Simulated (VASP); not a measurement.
# Ir (I4/mmm) in VASP: notebook

The runs below take Ir through single point, with PBE.

Everything below comes from runs of VASP 6.6.1. Logs are shortened: lines on timing, memory, paths and dates and some standing lists are left out, and cuts for length are marked.

## Step 1: The cell of the first run

The structure is tetragonal, space group I4/mmm (No. 139). Conventional cell: a = 2.715 Å, b = 2.715 Å, c = 4.031 Å, α = 90.00°, β = 90.00°, γ = 90.00°. Within 3.6 Å of Ir (site symmetry 4/mmm) lie 12 Ir at 2.71 to 2.78 Å.

## Step 2: Single point, PBE (strain +0.0500 x Voigt [0, 0, 1, 0, 0, 0])

INCAR reads:

```
SYSTEM = Ir
PREC = Accurate ; ENCUT = 520
EDIFF = 1E-6 ; ISMEAR = 0
SIGMA = 0.15 ; LREAL = .FALSE.
LASPH = .TRUE. ; NELM = 60
ALGO = Normal ; ISIF = 2
LWAVE = .FALSE. ; LCHARG = .FALSE.
GGA = PE ; NBANDS = 10
```

KPOINTS reads:

```
Automatic mesh
0
G
  22 22 22
  0 0 0
```

POSCAR reads:

```
Ir
1.0
    0.0000000000      1.9197000000      2.0156850000
    1.9197000000      0.0000000000      2.0156850000
    1.9197000000      1.9197000000      0.0000000000
Ir
1
Direct
    0.0000000000      0.0000000000      0.0000000000
```

Potentials or basis: VASP PAW PBE potentials, release 64 (Ir).

Run with:

```
> cat potpaw_PBE.64/Ir/POTCAR > POTCAR
> mpirun -np 1 vasp_std > vasp.out
```

OUTCAR:

```text
SYSTEM = Ir
   PREC = Accurate
   ENCUT = 520
   EDIFF = 1E-6
   ISMEAR = 0
   LREAL = .FALSE.
   LASPH = .TRUE.
   NELM = 60
   ISIF = 2
   GGA = PE

 ion  position               nearest neighbor table
   1  0.000  0.000  0.000-

  LATTYP: Found a body centered tetragonal cell.
 ALAT       =     2.7148657757
 C/A-ratio  =     1.4849242405

  Lattice vectors:

 A1 = (  -1.9197000000,   0.0000000000,   2.0156850000)
 A2 = (   1.9197000000,   0.0000000000,   2.0156850000)
 A3 = (   0.0000000000,   1.9197000000,  -2.0156850000)

Analysis of symmetry for initial positions (statically):
=====================================================================
 Subroutine PRICEL returns:
 Original cell was already a primitive cell.

 Routine SETGRP: Setting up the symmetry group for a
 body centered tetragonal supercell.

 Subroutine GETGRP returns: Found 16 space group operations
 (whereof 16 operations were pure point group operations)
 out of a pool of 16 trial point group operations.

The static configuration has the point symmetry D_4h.

Analysis of symmetry for dynamics (positions and initial velocities):
=====================================================================
 Subroutine PRICEL returns:
 Original cell was already a primitive cell.

 Routine SETGRP: Setting up the symmetry group for a
 body centered tetragonal supercell.

 Subroutine GETGRP returns: Found 16 space group operations
 (whereof 16 operations were pure point group operations)
 out of a pool of 16 trial point group operations.

The dynamic configuration has the point symmetry D_4h.

 Subroutine INISYM returns: Found 16 space group operations
 (whereof 16 operations are pure point group operations),
 and found     1 'primitive' translations

----------------------------------------------------------------------------------------

                                     Primitive cell

  volume of cell :      14.8566

  direct lattice vectors                    reciprocal lattice vectors
     0.000000000  1.919700000  2.015685000    -0.260457363  0.260457363  0.248054632
     1.919700000  0.000000000  2.015685000     0.260457363 -0.260457363  0.248054632
     1.919700000  1.919700000  0.000000000     0.260457363  0.260457363 -0.248054632

  length of vectors
     2.783565000  2.783565000  2.714865776     0.444080146  0.444080146  0.444080146

  position of ions in fractional coordinates (direct lattice)
     0.000000000  0.000000000  0.000000000

  ion indices of the primitive-cell ions
   primitive index   ion index
                 1           1

----------------------------------------------------------------------------------------

 KPOINTS: Automatic mesh

Automatic generation of k-mesh.
 Grid dimensions read from file:
 generate k-points for:   22   22   22

 Generating k-lattice:

  Cartesian coordinates                     Fractional coordinates (reciprocal lattice)
    -0.011838971  0.011838971  0.011275211     0.045454545  0.000000000  0.000000000
     0.011838971 -0.011838971  0.011275211     0.000000000  0.045454545  0.000000000
     0.011838971  0.011838971 -0.011275211     0.000000000  0.000000000  0.045454545

  Length of vectors
     0.020185461  0.020185461  0.020185461

  Shift w.r.t. Gamma in fractional coordinates (k-lattice)
     0.000000000  0.000000000  0.000000000

 Subroutine IBZKPT returns following result:
 ===========================================

 Found    834 irreducible k-points:

 Following reciprocal coordinates:
            Coordinates               Weight
  0.000000  0.000000  0.000000      1.000000
  0.045455  0.000000  0.000000      8.000000
  0.090909  0.000000  0.000000      8.000000
  0.136364  0.000000  0.000000      8.000000
  0.181818  0.000000  0.000000      8.000000
  0.227273 -0.000000  0.000000      8.000000
[... 16 lines left out ...]
  0.500000  0.045455  0.000000      8.000000
 -0.454545  0.045455  0.000000      8.000000
 [... further k-points ...]
   k-points           NKPTS =    834   k-points in BZ     NKDIM =    834   number of bands    NBANDS=     10
   number of dos      NEDOS =    301   number of ions     NIONS =      1
   total plane-waves  NPLWV =  11520
   dimension x,y,z NGX =    24 NGY =   24 NGZ =   20
   dimension x,y,z NGXF=    48 NGYF=   48 NGZF=   40
   ions per type =               1
   NGX,Y,Z   is equivalent  to a cutoff of  14.33, 14.33, 12.25 a.u.
   NGXF,Y,Z  is equivalent  to a cutoff of  28.67, 28.67, 24.49 a.u.
 SYSTEM =  Ir
   PREC   = accura    normal or accurate (medium, high low for compatibility)
   ISTART =      0    job   : 0-new  1-cont  2-samecut
   ICHARG =      2    charge: 1-file 2-atom 10-const
   ISPIN  =      1    spin polarized calculation?
   LNONCOLLINEAR =      F non collinear calculations
   LSORBIT =      F    spin-orbit coupling
   LASPH  =      T    aspherical Exc in radial PAW
   ENCUT  =  520.0 eV  38.22 Ry    6.18 a.u.   5.18  5.18  5.05*2*pi/ulx,y,z
   NELM   =     60;   NELMIN=  2; NELMDL= -5     # of ELM steps
   EDIFF  = 0.1E-05   stopping-criterion for ELM
   LREAL  =      F    real-space projection
   EDIFFG = 0.1E-04   stopping-criterion for IOM
   NSW    =      0    number of steps for IOM
   IBRION =     -1    ionic relax: 0-MD 1-quasi-New 2-CG
   NFREE  =      0    steps in history (QN), initial steepest desc. (CG)
   ISIF   =      2    stress and relaxation
   ISYM   =      2    0-nonsym 1-usesym 2-fastsym
   POTIM  = 0.5000    time-step for ionic-motion
   TEBEG  =    0.0;   TEEND  =   0.0 temperature during run
   PSTRESS=    0.0 pullay stress
   NELECT =       9.0000    total number of electrons
   NUPDOWN=      -1.0000    fix difference up-down
   EMIN   =  10.00;   EMAX   =-10.00  energy-range for DOS
   EFERMI =   0.00;   METHOD = LEGACY
   ISMEAR =     0;   SIGMA  =   0.15  broadening in eV -4-tet -1-fermi 0-gaus
   EFERMI_NEDOS =   21; number of points for ismear=-14 and -15
   IALGO  =     38    algorithm
   IMIX   =      4    mixing-type and parameters
     AMIX     =   0.40;   BMIX     =  1.00
     AMIX_MAG =   1.60;   BMIX_MAG =  1.00
  volume/ion in A,a.u.               =      14.86       100.26
  Fermi-wavevector in a.u.,A,eV,Ry     =   1.385211  2.617669 26.106981  1.918809
  Thomas-Fermi vector in A             =   2.509642
   LORBIT       =      0    0 simple, 1 ext, 2 COOP (PROOUT), +10 PAW based schemes
   GGA     = PE    functional components
   LHFCALC =     F    Hartree Fock is set to
   AEXX    =    0.0000 exact exchange contribution
   IVDW    =     0    specifies the selected vdW correction
   LEPSILON=     F    determine dielectric tensor
   LRPA    =     F    only Hartree local field effects (RPA)
 non-spin polarized calculation
 Gauss-broadening in eV      SIGMA  =   0.15
  energy-cutoff  :      520.00
  volume of cell :       14.86
 maximum number of plane-waves:       412
 NGX is ok and might be reduce to    24
   NGX = 11   NGY = 11   NGZ = 11

 number of electron       9.0000000 magnetization

 Free energy of the ion-electron system (eV)
  ---------------------------------------------------
  ext. energy  EPLUGINS =         0.00000000
  ---------------------------------------------------
  free energy    TOTEN  =        -8.82063785 eV

  energy without entropy =       -8.80772521  energy(sigma->0) =       -8.81418153

 E-fermi :   9.5439     XC(G=0): -13.6971

 val. band max:        9.5393664710   @ k =   0.4091   0.1818   0.0455
 cond. band min:       9.5479960274   @ k =   0.4545   0.0909   0.3182
 fundamental gap:      0.0086295565
 Fermi energy:         9.5438521943

 k-point     1 :       0.0000    0.0000    0.0000
  band No.  band energies     occupation
      1      -1.0218      2.00000
      2       5.5752      2.00000
      3       6.1937      2.00000
      4       6.1937      2.00000
      5       8.0386      2.00000
      6       8.8476      2.00000
      7      24.0294      0.00000
      8      28.3716      0.00000
      9      29.7665      0.00000
     10      29.7665      0.00000

 k-point     2 :       0.0455    0.0000    0.0000
  band No.  band energies     occupation
      1      -0.9340      2.00000
      2       5.5904      2.00000
      3       6.1695      2.00000
      4       6.2314      2.00000
      5       8.0225      2.00000
      6       8.8165      2.00000
      7      24.1776      0.00000
      8      28.2956      0.00000
      9      29.4513      0.00000
     10      29.9098      0.00000

 k-point     3 :       0.0909    0.0000    0.0000
  band No.  band energies     occupation
      1      -0.6762      2.00000
      2       5.6050      2.00000
      3       6.1290      2.00000
      4       6.3368      2.00000
      5       7.9894      2.00000
      6       8.7347      2.00000
      7      24.5966      0.00000
      8      27.5915      0.00000
      9      29.4359      0.00000
     10      30.3297      0.00000

 k-point     4 :       0.1364    0.0000    0.0000
  band No.  band energies     occupation
      1      -0.2665      2.00000
      2       5.5549      2.00000
      3       6.1357      2.00000
      4       6.4846      2.00000
      5       7.9856      2.00000
      6       8.6384      2.00000
      7      25.1996      0.00000
      8      26.4181      0.00000
      9      29.9893      0.00000
     10      30.9946      0.00000
[... 222 lines left out ...]
 k-point    22 :       0.4545    0.0455    0.0000
  band No.  band energies     occupation
      1       2.0556      2.00000
      2       5.5461      2.00000
      3       6.3197      2.00000
      4       8.0765      2.00000
      5      10.1906      0.00000
      6      10.5266      0.00000
      7      17.1754      0.00000
      8      23.7606      0.00000
      9      29.0637      0.00000
     10      29.4342      0.00000

 k-point    23 :       0.5000    0.0455    0.0000
  band No.  band energies     occupation
      1       2.0569      2.00000
      2       5.5188      2.00000
      3       6.2637      2.00000
      4       8.5467      2.00000
      5      10.2429      0.00000
      6      10.9043      0.00000
      7      16.4048      0.00000
      8      23.5809      0.00000
      9      28.4912      0.00000
     10      29.3120      0.00000

 k-point    24 :      -0.4545    0.0455    0.0000
  band No.  band energies     occupation
      1       2.0590      2.00000
      2       5.5432      2.00000
      3       6.2593      2.00000
      4       8.4411      2.00000
      5      10.1314      0.00000
      6      10.9780      0.00000
      7      16.5309      0.00000
      8      23.6143      0.00000
      9      28.3423      0.00000
     10      29.5836      0.00000

 [... further k-points ...]
[... 5 lines left out ...]
  --------------------------------------------------------------------------------------
  -------------------------------------------------------------------------------------
  Total       -0.1437933     -0.1437933     -1.6416335      0.0000000      0.0000000     -0.0000000
  in kB      -15.5070771    -15.5070771   -177.0383717      0.0000000      0.0000000     -0.0000000
  external PRESSURE =     -69.3508420 kB  Pullay stress =       0.0000000 kB

 VOLUME and BASIS-vectors are now :
 -----------------------------------------------------------------------------
  energy-cutoff  :      520.00
  volume of cell :       14.86
      direct lattice vectors                 reciprocal lattice vectors
     0.000000000  1.919700000  2.015685000    -0.260457363  0.260457363  0.248054632
     1.919700000  0.000000000  2.015685000     0.260457363 -0.260457363  0.248054632
     1.919700000  1.919700000  0.000000000     0.260457363  0.260457363 -0.248054632

 POSITION                                       TOTAL-FORCE (eV/Angst)
 -----------------------------------------------------------------------------------
      0.00000      0.00000      0.00000        -0.000000      0.000000      0.000000
 -----------------------------------------------------------------------------------
    total drift:                                0.000000      0.000000     -0.000000

  FREE ENERGIE OF THE ION-ELECTRON SYSTEM (eV)
  ---------------------------------------------------
  free  energy   TOTEN  =        -8.8206378464 eV

  energy  without entropy=       -8.8077252085  energy(sigma->0) =       -8.81418153
```

Wall time 48 s (1 thread of Intel Xeon 6975P-C, shared host); peak memory 0.25 GiB.

Results:

* Free energy: -8.8206 eV
* Pressure: -6.9 GPa

Levels at points of the mesh, in eV from the Fermi level:
| k point | band 1 | band 2 | band 3 | band 4 | band 5 | band 6 | band 7 | band 8 |
| --- | --- | --- | --- | --- | --- | --- | --- | --- |
| (0.00, 0.00, 0.00) | -10.57 | -3.97 | -3.35 | -3.35 | -1.51 | -0.70 | 14.49 | 18.83 |
| (0.50, 0.00, 0.00) | -7.56 | -3.97 | -3.34 | -0.59 | 0.69 | 0.99 | 6.83 | 13.92 |
| (0.50, 0.50, 0.00) | -7.38 | -6.77 | 0.87 | 1.11 | 1.33 | 1.33 | 9.05 | 12.11 |
| (0.50, 0.00, 0.50) | -7.31 | -6.78 | 0.75 | 1.07 | 1.70 | 2.08 | 10.34 | 11.01 |

Caveat: the cell differs from its parent crystal (strain +0.0500 x Voigt [0, 0, 1, 0, 0, 0]); spin-orbit coupling is left out, which moves the levels of the heavy elements.

(Part 1 of 2 ends here.)
